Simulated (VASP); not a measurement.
# MoPt in VASP: a series of runs, part 2 of 2

VASP 6.6.1. The steps go on from the part before.

**3. Single point, PBEsol**

Contents of INCAR:

```
PREC     = Accurate       # precision mode
ENCUT    = 520            # plane-wave cutoff, eV
EDIFF    = 1E-6           # SCF threshold, eV
ISMEAR   = -1             # smearing method
SIGMA    = 0.05           # smearing width, eV
LREAL    = False          # projectors in reciprocal space
LASPH    = True           # aspherical terms in the spheres
NELM     = 60             # most SCF steps
ALGO     = Normal         # electronic algorithm
ISIF     = 2              # what is computed and relaxed
LWAVE    = False          # write WAVECAR
LCHARG   = True           # write CHGCAR
LDIPOL   = True         
IDIPOL   = 3            
DIPOL    = 0.5 0.5 0.294
GGA      = PS             # functional
LELF     = True           # ELF
LVHAR    = True         
LVACPOTAV= True         
NBANDS   = 19             # bands
```

Contents of KPOINTS:

```
Automatic mesh
0
Gamma
  8 8 1
```

Contents of POSCAR:

```
MoPt
1.0
    3.5513000000      0.0000000000      0.0000000000
    0.0000000000      3.5513000000      0.0000000000
    0.0000000000      0.0000000000     23.8000000000
Mo Pt
1 1
Direct
    0.5000000000      0.5000000000      0.2941200000
    0.0000000000      0.0000000000      0.2941200000
```

Potentials or basis: VASP PAW PBE potentials, release 64 (Mo_sv, Pt).

Command:

```bash
$ cat potpaw_PBE.64/Mo_sv/POTCAR potpaw_PBE.64/Pt/POTCAR > POTCAR
$ mpirun -np 1 vasp_std > vasp.out
```

OUTCAR:

```text
PREC = Accurate
   ENCUT = 520
   EDIFF = 1E-6
   ISMEAR = -1
   LREAL = False
   LASPH = True
   NELM = 60
   ISIF = 2
   GGA = PS

 ion  position               nearest neighbor table
   1  0.500  0.500  0.294-   2 2.51   2 2.51   2 2.51   2 2.51
   2  0.000  0.000  0.294-   1 2.51   1 2.51   1 2.51   1 2.51

  LATTYP: Found a simple tetragonal cell.
 ALAT       =     3.5513000000
 C/A-ratio  =     6.7017711824

  Lattice vectors:

 A1 = (   3.5513000000,   0.0000000000,   0.0000000000)
 A2 = (   0.0000000000,   3.5513000000,   0.0000000000)
 A3 = (   0.0000000000,   0.0000000000,  23.8000000000)

Analysis of symmetry for initial positions (statically):
=====================================================================
 Subroutine PRICEL returns:
 Original cell was already a primitive cell.

 Routine SETGRP: Setting up the symmetry group for a
 simple tetragonal supercell.

 Subroutine GETGRP returns: Found 16 space group operations
 (whereof  8 operations were pure point group operations)
 out of a pool of 16 trial point group operations.

The static configuration has the point symmetry C_4v.
 The point group associated with its full space group is D_4h.

Analysis of symmetry for dynamics (positions and initial velocities):
=====================================================================
 Subroutine PRICEL returns:
 Original cell was already a primitive cell.

 Routine SETGRP: Setting up the symmetry group for a
 simple tetragonal supercell.

 Subroutine GETGRP returns: Found 16 space group operations
 (whereof  8 operations were pure point group operations)
 out of a pool of 16 trial point group operations.

The dynamic configuration has the point symmetry C_4v.
 The point group associated with its full space group is D_4h.

 Subroutine INISYM returns: Found 16 space group operations
 (whereof  8 operations are pure point group operations),
 and found     1 'primitive' translations

----------------------------------------------------------------------------------------

                                     Primitive cell

  volume of cell :     300.1592

  direct lattice vectors                    reciprocal lattice vectors
     3.551300000  0.000000000  0.000000000     0.281587024  0.000000000  0.000000000
     0.000000000  3.551300000  0.000000000     0.000000000  0.281587024  0.000000000
     0.000000000  0.000000000 23.800000000     0.000000000  0.000000000  0.042016807

  length of vectors
     3.551300000  3.551300000 23.800000000     0.281587024  0.281587024  0.042016807

  position of ions in fractional coordinates (direct lattice)
     0.500000000  0.500000000  0.294120000
     0.000000000  0.000000000  0.294120000

  ion indices of the primitive-cell ions
   primitive index   ion index
                 1           1
                 2           2

----------------------------------------------------------------------------------------

 KPOINTS: Automatic mesh

Automatic generation of k-mesh.
 Grid dimensions read from file:
 generate k-points for:    8    8    1

 Generating k-lattice:

  Cartesian coordinates                     Fractional coordinates (reciprocal lattice)
     0.035198378  0.000000000  0.000000000     0.125000000  0.000000000  0.000000000
[... 24 lines left out ...]
  0.500000  0.125000  0.000000      4.000000
  0.250000  0.250000  0.000000      4.000000
  0.375000  0.250000  0.000000      8.000000
  0.500000  0.250000  0.000000      4.000000
  0.375000  0.375000  0.000000      4.000000
  0.500000  0.375000  0.000000      4.000000
  0.500000  0.500000  0.000000      1.000000
   k-points           NKPTS =     15   k-points in BZ     NKDIM =     15   number of bands    NBANDS=     19
   number of dos      NEDOS =    301   number of ions     NIONS =      2
   total plane-waves  NPLWV = 141120
   dimension x,y,z NGX =    28 NGY =   28 NGZ =  180
   dimension x,y,z NGXF=    56 NGYF=   56 NGZF=  360
   ions per type =               1   1
   NGX,Y,Z   is equivalent  to a cutoff of  13.11, 13.11, 12.57 a.u.
   NGXF,Y,Z  is equivalent  to a cutoff of  26.22, 26.22, 25.15 a.u.
 SYSTEM =  unknown system
   PREC   = accura    normal or accurate (medium, high low for compatibility)
   ISTART =      0    job   : 0-new  1-cont  2-samecut
   ICHARG =      2    charge: 1-file 2-atom 10-const
   ISPIN  =      1    spin polarized calculation?
   LNONCOLLINEAR =      F non collinear calculations
   LSORBIT =      F    spin-orbit coupling
   LASPH  =      T    aspherical Exc in radial PAW
   ENCUT  =  520.0 eV  38.22 Ry    6.18 a.u.   6.60  6.60 44.25*2*pi/ulx,y,z
   NELM   =     60;   NELMIN=  2; NELMDL= -5     # of ELM steps
   EDIFF  = 0.1E-05   stopping-criterion for ELM
   LREAL  =      F    real-space projection
   EDIFFG = 0.1E-04   stopping-criterion for IOM
   NSW    =      0    number of steps for IOM
   IBRION =     -1    ionic relax: 0-MD 1-quasi-New 2-CG
   NFREE  =      0    steps in history (QN), initial steepest desc. (CG)
   ISIF   =      2    stress and relaxation
   ISYM   =      2    0-nonsym 1-usesym 2-fastsym
   POTIM  = 0.5000    time-step for ionic-motion
   TEBEG  =    0.0;   TEEND  =   0.0 temperature during run
   PSTRESS=    0.0 pullay stress
   NELECT =      24.0000    total number of electrons
   NUPDOWN=      -1.0000    fix difference up-down
   EMIN   =  10.00;   EMAX   =-10.00  energy-range for DOS
   EFERMI =   0.00;   METHOD = LEGACY
   ISMEAR =    -1;   SIGMA  =   0.05  broadening in eV -4-tet -1-fermi 0-gaus
   EFERMI_NEDOS =   21; number of points for ismear=-14 and -15
   IALGO  =     38    algorithm
   IMIX   =      4    mixing-type and parameters
     AMIX     =   0.40;   BMIX     =  1.00
     AMIX_MAG =   1.60;   BMIX_MAG =  1.00
  volume/ion in A,a.u.               =     150.08      1012.79
  Fermi-wavevector in a.u.,A,eV,Ry     =   0.705280  1.332785  6.767802  0.497419
  Thomas-Fermi vector in A             =   1.790748
   LORBIT       =      0    0 simple, 1 ext, 2 COOP (PROOUT), +10 PAW based schemes
   GGA     = PS    functional components
   LHFCALC =     F    Hartree Fock is set to
   AEXX    =    0.0000 exact exchange contribution
   IVDW    =     0    specifies the selected vdW correction
   LEPSILON=     F    determine dielectric tensor
   LRPA    =     F    only Hartree local field effects (RPA)
 non-spin polarized calculation
  energy-cutoff  :      520.00
  volume of cell :      300.16
 maximum number of plane-waves:      8125
 NGX is ok and might be reduce to    28
   NGX = 13   NGY = 13   NGZ = 89

 dipolmoment           0.000000      0.000000     -0.000004 electrons x Angstroem

 number of electron      24.0000004 magnetization

 dipolmoment           0.000000      0.000000      0.000001 electrons x Angstroem

 Free energy of the ion-electron system (eV)
  ---------------------------------------------------
  ext. energy  EPLUGINS =         0.00000000
  ---------------------------------------------------
  free energy    TOTEN  =       -14.41994063 eV

  energy without entropy =      -14.37192656  energy(sigma->0) =      -14.39593360

 E-fermi :  -3.3126     XC(G=0):  -2.1653

 val. band max:       -3.3398175726   @ k =   0.5000   0.0000   0.0000
 cond. band min:      -3.2995129051   @ k =   0.5000   0.2500   0.0000
 fundamental gap:      0.0403046675
 Fermi energy:        -3.3125534395

 k-point     1 :       0.0000    0.0000    0.0000
  band No.  band energies     occupation
      1     -64.6190      2.00000
      2     -38.7103      2.00000
      3     -38.7103      2.00000
      4     -38.7087      2.00000
      5     -10.2221      2.00000
      6      -9.7570      2.00000
[... 307 lines left out ...]
      6      -8.4241      2.00000
[... 11 lines left out ...]
     18       3.4946      0.00000
     19       4.2204      0.00000

------------------------ aborting loop because EDIFF is reached ----------------------------------------

  FORCE on cell =-STRESS in cart. coord.  units (eV):
  Direction    XX          YY          ZZ          XY          YZ          ZX
  --------------------------------------------------------------------------------------
  -------------------------------------------------------------------------------------
  Total       -2.5926585     -2.5926585     -0.0189612      0.0000000     -0.0000000      0.0000000
  in kB      -13.8389845    -13.8389845     -0.1012105      0.0000000     -0.0000000      0.0000000
  external PRESSURE =      -9.2597265 kB  Pullay stress =       0.0000000 kB

 VOLUME and BASIS-vectors are now :
 -----------------------------------------------------------------------------
  energy-cutoff  :      520.00
  volume of cell :      300.16
      direct lattice vectors                 reciprocal lattice vectors
     3.551300000  0.000000000  0.000000000     0.281587024  0.000000000  0.000000000
     0.000000000  3.551300000  0.000000000     0.000000000  0.281587024  0.000000000
     0.000000000  0.000000000 23.800000000     0.000000000  0.000000000  0.042016807

 POSITION                                       TOTAL-FORCE (eV/Angst)
 -----------------------------------------------------------------------------------
      1.77565      1.77565      7.00006        -0.000000     -0.000000     -0.000000
      0.00000      0.00000      7.00006         0.000000      0.000000      0.000000
 -----------------------------------------------------------------------------------
    total drift:                                0.000000      0.000000      0.000055

  FREE ENERGIE OF THE ION-ELECTRON SYSTEM (eV)
  ---------------------------------------------------
  free  energy   TOTEN  =       -14.4199406347 eV

  energy  without entropy=      -14.3719265594  energy(sigma->0) =      -14.39593360

 vacuum level on the upper side and lower side of the slab         1.818         1.818
```

Run time: 4.4 min. Hardware: 1 thread of Intel Xeon 8259CL, shared host; peak memory 0.42 GiB.

What came out:

```yaml
Free_energy: -14.4199 eV
Band_gap_on_the_k_mesh: zero (bands 12 and 13 overlap by 2.02 eV)
```

Caveat: the PAW data sets were made with another functional, which shifts forces and pressure a little; spin-orbit coupling is left out, which moves the levels of the heavy elements.

The gap in the log of VASP goes by the Fermi energy; the results here count the filled bands.